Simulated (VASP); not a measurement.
A run of VASP 6.6.1 is set up as follows.

File INCAR:

```
SYSTEM = Ta
PREC = Accurate
ENCUT = 520
EDIFF = 1E-6
ISMEAR = -1
SIGMA = 0.05
LREAL = .False.
LASPH = .True.
NELM = 100
ALGO = Normal
ISIF = 2
LWAVE = .False.
LCHARG = .False.
GGA = CA
NBANDS = 18
```

File KPOINTS:

```
Automatic mesh
0
Gamma
  12 12 6
  0 0 0
```

POSCAR

```
Ta
1.0
    2.9003720000      0.0000000000      0.0000000000
   -1.4501860000      2.5117960000      0.0000000000
    0.0000000000      0.0000000000      5.1662740000
Ta
2
Direct
    0.6666666667      0.3333333333      0.7500000000
    0.3333333333      0.6666666667      0.2500000000
```

Potentials or basis: VASP PAW LDA potentials, release 64 (Ta_pv).

Command:

```console
$ cat potpaw_LDA.64/Ta_pv/POTCAR > POTCAR
$ mpirun -np 1 vasp_std > vasp.out
```

Predict the band gap on the k mesh.

zero (band 11 reaches 7.04 eV, above the bottom of band 12 at 4.73 eV).

Predict the pressure.

-11.4 GPa.

Stress tensor (GPa, compression positive):
```
-12.25   0.00   0.00
  0.00 -12.25   0.00
  0.00   0.00  -9.79
```

Caveat: spin-orbit coupling is left out, which moves the levels of the heavy elements.
